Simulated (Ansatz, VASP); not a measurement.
Two plane-wave programs on MoRu3W

INCAR

```
SYSTEM = MoRu3W
PREC = Accurate ; ENCUT = 520
EDIFF = 1E-6 ; ISMEAR = 0
SIGMA = 0.1 ; LREAL = .FALSE.
LASPH = .TRUE. ; NELM = 150
ALGO = Normal ; ISIF = 2
LWAVE = .FALSE. ; LCHARG = .FALSE.
ISPIN = 2 ; MAGMOM = 1 1 1 1 0
LORBIT = 11 ; LMAXMIX = 4
GGA = PE ; NBANDS = 47
```

Contents of KPOINTS:

```
regular mesh
0
G
  4 4 4
  0 0 0
```

Contents of POSCAR:

```
MoRu3W
1.0
    4.5901535657      0.0000000000      0.0000000000
    0.0000000000      4.5901535657      0.0000000000
    0.0000000000      0.0000000000      4.5901535657
Mo Ru W
1 3 1
Direct
    0.0000000000      0.0000000000      0.0000000000
    0.0000000000      0.5000000000      0.5000000000
    0.5000000000      0.0000000000      0.5000000000
    0.5000000000      0.5000000000      0.0000000000
    0.5000000000      0.5000000000      0.5000000000
```

Input for Ansatz:

```yaml
crystal:
  lattice:
    - [4.5901535657, 0.0, 0.0]
    - [0.0, 4.5901535657, 0.0]
    - [0.0, 0.0, 4.5901535657]
  atoms:
    - { symbol: Mo, position: [0.0, 0.0, 0.0], spin: 1.0 }
    - { symbol: Ru, position: [0.0, 0.5, 0.5], spin: 1.0 }
    - { symbol: Ru, position: [0.5, 0.0, 0.5], spin: 1.0 }
    - { symbol: Ru, position: [0.5, 0.5, 0.0], spin: 1.0 }
    - { symbol: W, position: [0.5, 0.5, 0.5] }
basis:
  ecutwfc: 420
kpoints:
  mp_grid: { grid: [4, 4, 4] }
hamiltonian:
  xc: pbe
scf:
  occupations: { method: gaussian, width: 0.1 }
  lower_state_search: "off"
output:
  forces: true
  stress: true
  eigenvalues: true
  populations: true
magnetization:
  spin_polarized: true
```

Change from the starting cell: species swapped into the Ca3GeN type (Pm-3m, No. 221).

Alike in both runs: task single point; functional PBE; k mesh 4 × 4 × 4; occupations gaussian, width 0.1 eV; collinear spin.

```csv
,VASP,Ansatz
version,VASP 6.6.1,Ansatz 0.2.0
potentials or method,"VASP PAW PBE potentials, release 64 (Mo_sv, Ru_pv, W_sv), cutoff 520 eV","scalar-relativistic, plane waves, PAW"
valence electrons in the cell,70,76
```

|  | VASP | Ansatz | Ansatz less VASP |
| --- | --- | --- | --- |
| gap on the k mesh at the Fermi level (eV) | none | none | - |
| pressure (GPa) | 4.8 | 3.7 | -1.08 |
| net moment per atom (μB) | 0.39 | 0.39 | +0.001 |
| size of the moment on the site where the two differ most (μB) | 2.56 | 2.65 | +0.090 |

Site moments also hang on the region over which each program counts them. A gap of «none» marks a metal or a gap that the smearing closes. The functional is the same, so the differences come from potentials, cutoffs and numerics. VASP's potentials hold 70 valence electrons a cell and Ansatz's 76, so a difference there can come from the potentials and not from the codes. Ansatz's warnings: seeded moment not kept.

Spin-orbit coupling is off throughout.
